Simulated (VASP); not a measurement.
Runs of VASP 6.6.1 on NaI. The structure is that of space group Fm-3m (No. 225), or close to it. The cells are those of the table. 

```tsv
level	cell	gap on the mesh (eV)	pressure (GPa)
r2SCAN	a = 4.657 Å, angles 60.0°, 2 atoms	4.29	-0.9
PBE	a = 4.522 Å, angles 60.0°, 2 atoms	3.74	(b)
PBE	a = 4.707 Å, angles 60.0°, 2 atoms	3.43	(d)
r2SCAN	a = 4.474 Å, angles 60.0°, 2 atoms	4.66	1.2
PBE	a = 4.662 Å, angles 60.0°, 2 atoms	(c)	(a)
r2SCAN	a = 4.567 Å, angles 60.0°, 2 atoms	4.46	-0.1
r2SCAN	a = 4.521 Å, angles 60.0°, 2 atoms	4.55	0.5
PBE	a = 4.616 Å, angles 60.0°, 2 atoms	3.57	0.0
```

Alike in all rows: task single point; potentials or basis VASP PAW PBE potentials, release 64 (Na_pv, I); no spin polarisation; k mesh 6 × 6 × 6; cutoff (eV) 520; smearing gaussian 0.01 eV.

Q: Estimate the missing entries.

A: (a) -0.4; (b) 1.1; (c) 3.50; (d) -0.8.

Caveats: spin-orbit coupling is left out, which moves the levels of the heavy elements; the PAW data sets were made with another functional, which shifts forces and pressure a little (at least some runs).

A k mesh can miss the band edges, and the runs leave out spin-orbit coupling on I.
